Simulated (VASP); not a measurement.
# Zn (Im-3m) in VASP: further runs

Runs on Zn. Level: PBE. Tasks: single point.

All numbers are computed with VASP 6.6.1; they aren't measurements. Logs are shortened: lines on timing, memory, paths and dates and some standing lists are left out, and cuts for length are marked.

### 1 The cell of the first run

Symmetry: Im-3m, No. 229, cubic system. The conventional cell has a = 2.887 Å, b = 2.887 Å, c = 2.887 Å, α = 90.00°, β = 90.00°, γ = 90.00°. Zn (site symmetry m-3m) has 14 Zn at 2.50 to 2.89 Å within 3.3 Å.

This isn't the form of Zn at room conditions, which is hcp.

### 2 Single point, PBE

INCAR reads:

```
PREC = Accurate ; ENCUT = 520
EDIFF = 1E-7 ; ISMEAR = 0
SIGMA = 0.05 ; LREAL = False
LASPH = True ; NELM = 60
ALGO = Normal ; ISIF = 2
LWAVE = False ; LCHARG = False
GGA = PE ; NBANDS = 12
```

KPOINTS reads:

```
Automatic mesh
0
Gamma
  18 18 18
```

POSCAR reads:

```
Zn
1.0
    1.4432734978      1.4432734978      1.4432734978
   -1.4432734978      1.4432734978      1.4432734978
   -1.4432734978     -1.4432734978      1.4432734978
Zn
1
Direct
    0.0000000000      0.0000000000      0.0000000000
```

Potentials or basis: VASP PAW PBE potentials, release 64 (Zn).

Command:

```sh
$ cat potpaw_PBE.64/Zn/POTCAR > POTCAR
$ mpirun -np 1 vasp_std > vasp.out
```

OUTCAR:

```text
PREC = Accurate
   ENCUT = 520
   EDIFF = 1E-7
   ISMEAR = 0
   LREAL = False
   LASPH = True
   NELM = 60
   ISIF = 2
   GGA = PE

 ion  position               nearest neighbor table
   1  0.000  0.000  0.000-

  LATTYP: Found a body centered cubic cell.
 ALAT       =     2.8865469956

  Lattice vectors:

 A1 = (   1.4432734978,  -1.4432734978,  -1.4432734978)
 A2 = (   1.4432734978,   1.4432734978,   1.4432734978)
 A3 = (  -1.4432734978,  -1.4432734978,   1.4432734978)

Analysis of symmetry for initial positions (statically):
=====================================================================
 Subroutine PRICEL returns:
 Original cell was already a primitive cell.

 Routine SETGRP: Setting up the symmetry group for a
 body centered cubic supercell.

 Subroutine GETGRP returns: Found 48 space group operations
 (whereof 48 operations were pure point group operations)
 out of a pool of 48 trial point group operations.

The static configuration has the point symmetry O_h .

Analysis of symmetry for dynamics (positions and initial velocities):
=====================================================================
 Subroutine PRICEL returns:
 Original cell was already a primitive cell.

 Routine SETGRP: Setting up the symmetry group for a
 body centered cubic supercell.

 Subroutine GETGRP returns: Found 48 space group operations
 (whereof 48 operations were pure point group operations)
 out of a pool of 48 trial point group operations.

The dynamic configuration has the point symmetry O_h .

 Subroutine INISYM returns: Found 48 space group operations
 (whereof 48 operations are pure point group operations),
 and found     1 'primitive' translations

----------------------------------------------------------------------------------------

                                     Primitive cell

  volume of cell :      12.0256

  direct lattice vectors                    reciprocal lattice vectors
     1.443273498  1.443273498  1.443273498     0.346434685  0.000000000  0.346434685
    -1.443273498  1.443273498  1.443273498    -0.346434685  0.346434685  0.000000000
    -1.443273498 -1.443273498  1.443273498     0.000000000 -0.346434685  0.346434685

  length of vectors
     2.499823027  2.499823027  2.499823027     0.489932630  0.489932630  0.489932630

  position of ions in fractional coordinates (direct lattice)
     0.000000000  0.000000000  0.000000000

  ion indices of the primitive-cell ions
   primitive index   ion index
                 1           1

----------------------------------------------------------------------------------------

 KPOINTS: Automatic mesh

Automatic generation of k-mesh.
 Grid dimensions read from file:
 generate k-points for:   18   18   18

 Generating k-lattice:

  Cartesian coordinates                     Fractional coordinates (reciprocal lattice)
     0.019246371  0.000000000  0.019246371     0.055555556  0.000000000  0.000000000
    -0.019246371  0.019246371  0.000000000     0.000000000  0.055555556  0.000000000
     0.000000000 -0.019246371  0.019246371     0.000000000  0.000000000  0.055555556

  Length of vectors
     0.027218479  0.027218479  0.027218479

  Shift w.r.t. Gamma in fractional coordinates (k-lattice)
     0.000000000  0.000000000  0.000000000

 Subroutine IBZKPT returns following result:
 ===========================================

 Found    195 irreducible k-points:

 Following reciprocal coordinates:
            Coordinates               Weight
  0.000000  0.000000  0.000000      1.000000
  0.055556  0.000000  0.000000     12.000000
  0.111111  0.000000  0.000000     12.000000
  0.166667  0.000000  0.000000     12.000000
  0.222222  0.000000  0.000000     12.000000
  0.277778  0.000000  0.000000     12.000000
[... 16 lines left out ...]
  0.444444  0.111111  0.000000     48.000000
  0.500000  0.111111 -0.000000     48.000000
 [... further k-points ...]
   k-points           NKPTS =    195   k-points in BZ     NKDIM =    195   number of bands    NBANDS=     12
   number of dos      NEDOS =    301   number of ions     NIONS =      1
   total plane-waves  NPLWV =   8000
   dimension x,y,z NGX =    20 NGY =   20 NGZ =   20
   dimension x,y,z NGXF=    40 NGYF=   40 NGZF=   40
   ions per type =               1
   NGX,Y,Z   is equivalent  to a cutoff of  13.30, 13.30, 13.30 a.u.
   NGXF,Y,Z  is equivalent  to a cutoff of  26.60, 26.60, 26.60 a.u.
 SYSTEM =  unknown system
   PREC   = accura    normal or accurate (medium, high low for compatibility)
   ISTART =      0    job   : 0-new  1-cont  2-samecut
   ICHARG =      2    charge: 1-file 2-atom 10-const
   ISPIN  =      1    spin polarized calculation?
   LNONCOLLINEAR =      F non collinear calculations
   LSORBIT =      F    spin-orbit coupling
   LASPH  =      T    aspherical Exc in radial PAW
   ENCUT  =  520.0 eV  38.22 Ry    6.18 a.u.   4.65  4.65  4.65*2*pi/ulx,y,z
   NELM   =     60;   NELMIN=  2; NELMDL= -5     # of ELM steps
   EDIFF  = 0.1E-06   stopping-criterion for ELM
   LREAL  =      F    real-space projection
   EDIFFG = 0.1E-05   stopping-criterion for IOM
   NSW    =      0    number of steps for IOM
   IBRION =     -1    ionic relax: 0-MD 1-quasi-New 2-CG
   NFREE  =      0    steps in history (QN), initial steepest desc. (CG)
   ISIF   =      2    stress and relaxation
   ISYM   =      2    0-nonsym 1-usesym 2-fastsym
   POTIM  = 0.5000    time-step for ionic-motion
   TEBEG  =    0.0;   TEEND  =   0.0 temperature during run
   PSTRESS=    0.0 pullay stress
   NELECT =      12.0000    total number of electrons
   NUPDOWN=      -1.0000    fix difference up-down
   EMIN   =  10.00;   EMAX   =-10.00  energy-range for DOS
   EFERMI =   0.00;   METHOD = LEGACY
   ISMEAR =     0;   SIGMA  =   0.05  broadening in eV -4-tet -1-fermi 0-gaus
   EFERMI_NEDOS =   21; number of points for ismear=-14 and -15
   IALGO  =     38    algorithm
   IMIX   =      4    mixing-type and parameters
     AMIX     =   0.40;   BMIX     =  1.00
     AMIX_MAG =   1.60;   BMIX_MAG =  1.00
  volume/ion in A,a.u.               =      12.03        81.15
  Fermi-wavevector in a.u.,A,eV,Ry     =   1.635937  3.091473 36.413141  2.676290
  Thomas-Fermi vector in A             =   2.727327
   LORBIT       =      0    0 simple, 1 ext, 2 COOP (PROOUT), +10 PAW based schemes
   GGA     = PE    functional components
   LHFCALC =     F    Hartree Fock is set to
   AEXX    =    0.0000 exact exchange contribution
   IVDW    =     0    specifies the selected vdW correction
   LEPSILON=     F    determine dielectric tensor
   LRPA    =     F    only Hartree local field effects (RPA)
 non-spin polarized calculation
 Gauss-broadening in eV      SIGMA  =   0.05
  energy-cutoff  :      520.00
  volume of cell :       12.03
 maximum number of plane-waves:       338
   NGX =  9   NGY =  9   NGZ =  9

 number of electron      11.9999990 magnetization

 Free energy of the ion-electron system (eV)
  ---------------------------------------------------
  ext. energy  EPLUGINS =         0.00000000
  ---------------------------------------------------
  free energy    TOTEN  =        -0.76646894 eV

  energy without entropy =       -0.76596877  energy(sigma->0) =       -0.76621885

 E-fermi :   5.3433     XC(G=0): -12.8544

 val. band max:        5.3071947190   @ k =   0.5000   0.3333   0.2778
 cond. band min:       5.3510359333   @ k =   0.1111  -0.4444   0.0556
 fundamental gap:      0.0438412143
 Fermi energy:         5.3433245634

 k-point     1 :       0.0000    0.0000    0.0000
  band No.  band energies     occupation
      1      -7.4394      2.00000
      2      -3.4896      2.00000
      3      -3.4896      2.00000
      4      -3.4896      2.00000
      5      -2.7232      2.00000
      6      -2.7232      2.00000
      7      28.1121      0.00000
      8      28.1121      0.00000
      9      28.1121      0.00000
     10      28.7180      0.00000
     11      28.7180      0.00000
     12      28.7180      0.00000

 k-point     2 :       0.0556    0.0000    0.0000
  band No.  band energies     occupation
      1      -7.3231      2.00000
      2      -3.5045      2.00000
      3      -3.4876      2.00000
      4      -3.4546      2.00000
      5      -2.7377      2.00000
      6      -2.7222      2.00000
      7      25.9049      0.00000
      8      27.3080      0.00000
      9      27.5043      0.00000
     10      27.5260      0.00000
     11      28.1470      0.00000
     12      28.5326      0.00000

 k-point     3 :       0.1111    0.0000    0.0000
  band No.  band energies     occupation
      1      -6.9792      2.00000
      2      -3.5475      2.00000
      3      -3.4820      2.00000
      4      -3.3527      2.00000
      5      -2.7738      2.00000
      6      -2.7189      2.00000
      7      22.5881      0.00000
      8      25.6838      0.00000
      9      25.7435      0.00000
     10      26.4454      0.00000
     11      27.4894      0.00000
     12      28.9099      0.00000
[... 286 lines left out ...]
 k-point    23 :       0.4444    0.1111    0.0000
  band No.  band energies     occupation
      1      -4.4377      2.00000
      2      -3.8884      2.00000
      3      -2.9006      2.00000
      4      -2.7841      2.00000
      5      -2.5406      2.00000
      6      -0.4134      2.00000
      7       8.2534      0.00000
      8      15.8700      0.00000
      9      19.3249      0.00000
     10      24.9583      0.00000
     11      28.6562      0.00000
     12      32.3131      0.00000

 k-point    24 :       0.5000    0.1111   -0.0000
  band No.  band energies     occupation
      1      -4.4510      2.00000
      2      -3.9269      2.00000
      3      -2.8251      2.00000
      4      -2.7633      2.00000
      5      -2.4280      2.00000
      6       1.0387      2.00000
      7       6.0543      0.00000
      8      15.4896      0.00000
      9      18.9309      0.00000
     10      24.7376      0.00000
     11      28.5122      0.00000
     12      33.6187      0.00000

 [... further k-points ...]
[... 5 lines left out ...]
  --------------------------------------------------------------------------------------
  -------------------------------------------------------------------------------------
  Total        2.3102798      2.3102798      2.3102798     -0.0000000     -0.0000000     -0.0000000
  in kB      307.8004630    307.8004630    307.8004630     -0.0000000     -0.0000000     -0.0000000
  external PRESSURE =     307.8004630 kB  Pullay stress =       0.0000000 kB

 VOLUME and BASIS-vectors are now :
 -----------------------------------------------------------------------------
  energy-cutoff  :      520.00
  volume of cell :       12.03
      direct lattice vectors                 reciprocal lattice vectors
     1.443273498  1.443273498  1.443273498     0.346434685  0.000000000  0.346434685
    -1.443273498  1.443273498  1.443273498    -0.346434685  0.346434685  0.000000000
    -1.443273498 -1.443273498  1.443273498     0.000000000 -0.346434685  0.346434685

 POSITION                                       TOTAL-FORCE (eV/Angst)
 -----------------------------------------------------------------------------------
      0.00000      0.00000      0.00000        -0.000000     -0.000000      0.000000
 -----------------------------------------------------------------------------------
    total drift:                                0.000000      0.000000      0.000000

  FREE ENERGIE OF THE ION-ELECTRON SYSTEM (eV)
  ---------------------------------------------------
  free  energy   TOTEN  =        -0.7664689359 eV

  energy  without entropy=       -0.7659687668  energy(sigma->0) =       -0.76621885
```

It took 23 s on 1 thread of Intel Xeon 8259CL, shared host; peak memory 0.14 GiB.

What came out:

```yaml
Free_energy: -0.7665 eV
Pressure: 30.8 GPa
Band_gap_on_the_k_mesh: zero (bands 6 and 7 overlap by 5.11 eV)
```

Caveat: the cell stands under pressure.

### 3 Single point, PBE

This run uses another cell than the first one, of 12.73 Å³/atom.

INCAR reads:

```
SYSTEM = Zn
PREC = Accurate
ENCUT = 520
EDIFF = 1E-7
ISMEAR = 0
SIGMA = 0.05
LREAL = .FALSE.
LASPH = .TRUE.
NELM = 60
ALGO = Normal
ISIF = 2
LWAVE = .FALSE.
LCHARG = .TRUE.
GGA = PE
LELF = .TRUE.
LVHAR = .TRUE.
NBANDS = 12
```

KPOINTS reads:

```
Automatic mesh
0
G
  18 18 18
  0 0 0
```

POSCAR reads:

```
Zn
1.0
    1.4710778496      1.4710778496      1.4710778496
   -1.4710778496      1.4710778496      1.4710778496
   -1.4710778496     -1.4710778496      1.4710778496
Zn
1
Direct
    0.0000000000      0.0000000000      0.0000000000
```

Potentials or basis: VASP PAW PBE potentials, release 64 (Zn).

Command:

```sh
$ cat potpaw_PBE.64/Zn/POTCAR > POTCAR
$ mpirun -np 1 vasp_std > vasp.out
```

It took 27 s on 1 thread of Intel Xeon 8259CL, shared host; peak memory 0.15 GiB.

The run converged. Its results:

```
Free energy            : -0.8789 eV
Pressure               : 20.6 GPa
Band gap on the k mesh : zero (bands 6 and 7 overlap by 5.14 eV)
```

Levels at points of the mesh, in eV from the Fermi level:
```tsv
k point	band 3	band 4	band 5	band 6	band 7	band 8	band 9	band 10
(0.00, 0.00, 0.00)	-8.55	-8.55	-7.86	-7.86	22.28	22.28	22.28	22.29
(0.50, 0.00, 0.00)	-7.89	-7.81	-7.39	-3.67	-0.76	12.84	13.86	16.82
(0.50, 0.50, 0.50)	-7.50	-7.50	-7.50	4.37	4.37	4.37	9.16	9.16
```

Caveat: the cell stands under pressure.

### 4 Single point, PBE

This run uses another cell than the first one, of 13.73 Å³/atom.

INCAR reads:

```
  PREC = Accurate
  ENCUT = 520
  EDIFF = 1E-7
  ISMEAR = 0
  SIGMA = 0.05
  LREAL = False
  LASPH = True
  NELM = 80
  ALGO = Normal
  ISIF = 2
  LWAVE = False
  LCHARG = False
  GGA = PE
  NBANDS = 12
```

KPOINTS reads:

```
Automatic mesh
0
Gamma
  18 18 18
```

POSCAR reads:

```
Zn
1.0
    1.5085473131      1.5085473131      1.5085473131
   -1.5085473131      1.5085473131      1.5085473131
   -1.5085473131     -1.5085473131      1.5085473131
Zn
1
Direct
    0.0000000000      0.0000000000      0.0000000000
```

Command:

```sh
$ cat potpaw_PBE.64/Zn/POTCAR > POTCAR
$ mpirun -np 1 vasp_std > vasp.out
```

Run time: 33 s. Hardware: 1 thread of Intel Xeon 8259CL, shared host; peak memory 0.14 GiB.

It converged, with:

* Free energy: -0.9735 eV
* Pressure: 10.5 GPa
* Band gap on the k mesh: zero (bands 6 and 7 overlap by 5.16 eV)

Levels at points of the mesh, in eV from the Fermi level:
```csv
k point,band 2,band 3,band 4,band 5,band 6,band 7,band 8,band 9,band 10,band 11
"(0.00, 0.00, 0.00)",-8.21,-8.21,-8.21,-7.60,-7.60,20.92,20.92,20.92,21.67,21.67
"(0.50, 0.00, 0.00)",-8.59,-7.63,-7.56,-7.19,-3.25,-0.86,12.20,13.39,16.19,18.11
"(0.50, 0.50, 0.50)",-8.92,-7.29,-7.29,-7.29,4.30,4.30,4.30,8.82,8.91,8.91
```

Caveat: the cell stands under pressure.

### 5 Single point, PBE

This run uses another cell than the first one, of 15.35 Å³/atom.

INCAR reads:

```
SYSTEM = Zn
ALGO     = Normal         ! electronic algorithm
EDIFF    = 1E-6           ! SCF threshold, eV
ENCUT    = 520            ! plane-wave cutoff, eV
GGA      = PE             ! functional
ISIF     = 2              ! what is computed and relaxed
ISMEAR   = 0              ! smearing method
LASPH    = .True.         ! aspherical terms in the spheres
LCHARG   = .False.        ! write CHGCAR
LREAL    = .False.        ! projectors in reciprocal space
LWAVE    = .False.        ! write WAVECAR
NBANDS   = 12             ! bands
NELM     = 80             ! most SCF steps
PREC     = Accurate       ! precision mode
SIGMA    = 0.05           ! smearing width, eV
```

KPOINTS reads:

```
k-points
0
Gamma
  18 18 18
  0 0 0
```

POSCAR reads:

```
Zn
1.0
    1.5656354697      1.5656354697      1.5656354697
   -1.5656354697      1.5656354697      1.5656354697
   -1.5656354697     -1.5656354697      1.5656354697
Zn
1
Direct
    0.0000000000      0.0000000000      0.0000000000
```

Command:

```sh
$ cat potpaw_PBE.64/Zn/POTCAR > POTCAR
$ mpirun -np 1 vasp_std > vasp.out
```

It took 32 s on 1 thread of Intel Xeon 8259CL, shared host; peak memory 0.15 GiB.

It converged, with:

```yaml
Free_energy: -1.0228 eV
Pressure: 0.4 GPa
Band_gap_on_the_k_mesh: zero (bands 6 and 7 overlap by 5.18 eV)
```

Levels at points of the mesh, in eV from the Fermi level:
```tsv
k point	band 4	band 5	band 6	band 7	band 8	band 9
(0.00, 0.00, 0.00)	-7.75	-7.24	-7.24	19.10	19.10	19.10
(0.50, 0.00, 0.00)	-7.21	-6.91	-2.64	-0.96	11.35	12.73
(0.50, 0.50, 0.50)	-6.99	-6.99	4.22	4.22	4.22	7.55
```

### 6 Overview

```tsv
cell	gap on the mesh (eV)	pressure (GPa)
a = 2.500 Å, angles 70.5, 109.5, 70.5°, 1 atom	none	30.8
a = 2.548 Å, angles 70.5, 109.5, 70.5°, 1 atom	none	20.6
a = 2.613 Å, angles 70.5, 109.5, 70.5°, 1 atom	none	10.5
a = 2.712 Å, angles 70.5, 109.5, 70.5°, 1 atom	none	0.4
```

Alike in all rows: task single point; level PBE; potentials or basis VASP PAW PBE potentials, release 64 (Zn); no spin polarisation; k mesh 18 × 18 × 18; cutoff (eV) 520; smearing gaussian 0.05 eV.

Caveats: the cell stands under pressure (at least some runs).

Total energies depend on the potentials used, so only differences within one code and one set of settings carry meaning.
